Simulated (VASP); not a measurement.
Input of a VASP 6.6.1 run:

Contents of POSCAR:

```
NaI
1.0
    0.0000000000      3.1974233064      3.2458691141
    3.1974233064      0.0000000000      3.2458691141
    3.1974233064      3.1974233064      0.0000000000
Na I
1 1
Direct
    0.0000000000      0.0000000000      0.0000000000
    0.5000000000      0.5000000000      0.5000000000
```

INCAR.step1

```
SYSTEM = NaI
PREC = Accurate
ENCUT = 520
ISMEAR = 0
SIGMA = 0.01
LREAL = .FALSE.
LASPH = .TRUE.
NELM = 100
NBANDS = 14
GGA = PE
ALGO = Normal
EDIFF = 1E-4
LWAVE = .TRUE.
LCHARG = .FALSE.
```

The input INCAR.step2:

```
SYSTEM = NaI
PREC = Accurate
ENCUT = 520
EDIFF = 1E-7
ISMEAR = 0
SIGMA = 0.01
LREAL = .FALSE.
LASPH = .TRUE.
NELM = 100
ALGO = Normal
ISIF = 2
LWAVE = .FALSE.
LCHARG = .FALSE.
METAGGA = R2SCAN
LMIXTAU = .TRUE.
NBANDS = 14
ISTART = 1
```

The input KPOINTS:

```
regular mesh
0
G
  8 8 8
  0 0 0
```

Potentials or basis: VASP PAW PBE potentials, release 64 (Na_pv, I).

Launch:

```sh
$ cat potpaw_PBE.64/Na_pv/POTCAR potpaw_PBE.64/I/POTCAR > POTCAR
$ cp INCAR.step1 INCAR
$ mpirun -np 1 vasp_std > vasp.out
$ cp INCAR.step2 INCAR
$ mpirun -np 1 vasp_std > vasp.out
```

Task: Estimate the pressure.

Result: 0.2 GPa.

Task: What does it give for the band gap on the k mesh?

Result: 4.49 eV, direct.

Stress tensor (GPa, compression positive):
```
 0.34  0.00  0.00
 0.00  0.34  0.00
 0.00  0.00 -0.10
```

Caveat: the cell differs from its parent crystal (epitaxial xy strain -1.0%); the PAW data sets were made with another functional, which shifts forces and pressure a little; spin-orbit coupling is left out, which moves the levels of the heavy elements.
